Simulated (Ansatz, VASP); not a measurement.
One calculation of Ru2C3, two programs

```xyz
5
Lattice="3.2064 0.0000 0.0000 -1.6032 2.7768 0.0000 0.0000 0.0000 5.4562" Properties=species:S:1:pos:R:3 pbc="T T T"
Ru    0.0000    1.8512    1.2533
Ru    1.6032    0.9256    4.2029
C     0.0000    0.0000    0.0000
C     0.0000    1.8512    3.2405
C     1.6032    0.9256    2.2157
```

Alike in both runs: functional PBE; k mesh 12 × 12 × 8; occupations gaussian, width 0.1 eV; no spin polarisation.

Ansatz relaxed the structure, and its values are those at the end. VASP's run is a single point on that final structure, the one shown.

|  | VASP | Ansatz |
| --- | --- | --- |
| version | VASP 6.6.1 | Ansatz 0.2.0 |
| potentials or method | VASP PAW PBE potentials, release 64 (Ru_pv, C), cutoff 520 eV | scalar-relativistic, plane waves, PAW |
| valence electrons in the cell | 40 | 44 |

```csv
,VASP,Ansatz,Ansatz less VASP
gap on the k mesh at the Fermi level (eV),none,none,-
pressure (GPa),0.2,0.0,-0.20
rms of the force components (eV/Å),0.016,0.000,-0.0154
```

A gap of «none» marks a metal or a gap that the smearing closes. VASP's potentials hold 40 valence electrons a cell and Ansatz's 44, so a difference there can come from the potentials and not from the codes.
